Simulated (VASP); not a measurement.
A run of VASP 6.6.1 is set up as follows.

File INCAR:

```
ALGO = Normal
EDIFF = 1E-7
ENCUT = 520
GGA = PS
ISIF = 2
ISMEAR = 0
LASPH = T
LCHARG = F
LREAL = F
LWAVE = F
NBANDS = 28
NELM = 80
PREC = Accurate
SIGMA = 0.05
```

File KPOINTS:

```
k-points
0
Gamma
  8 8 6
```

POSCAR

```
PbO
1.0
    3.9147840000      0.0000000000      0.0000000000
    0.0000000000      3.9147840000      0.0000000000
    0.0000000000      0.0000000000      4.8713400000
Pb O
2 2
Direct
    0.0000000000      0.5000000000      0.2351000000
    0.5000000000      0.0000000000      0.7649000000
    0.0000000000      0.0000000000      0.0000000000
    0.5000000000      0.5000000000      0.0000000000
```

Potentials or basis: VASP PAW PBE potentials, release 64 (Pb_d, O).

Command:

```bash
$ cat potpaw_PBE.64/Pb_d/POTCAR potpaw_PBE.64/O/POTCAR > POTCAR
$ mpirun -np 1 vasp_std > vasp.out
```

Problem. What does it give for the pressure?

Solution. 6.8 GPa.

Problem. What does it give for the band gap on the k mesh?

Solution. 1.12 eV, indirect (least direct gap 2.28 eV).

Problem. What does it give for the largest force?

Solution. 1.122 eV/Å.

Forces on the atoms (eV/Å):
```
Pb   0.000  0.000  1.122
Pb   0.000  0.000 -1.122
O    0.000  0.000  0.000
O    0.000  0.000  0.000
```

Caveat: the cell differs from its parent crystal (strain -0.015 along x and y, -0.030 along z); the PAW data sets were made with another functional, which shifts forces and pressure a little; spin-orbit coupling is left out, which moves the levels of the heavy elements. A k mesh can miss the band edges.
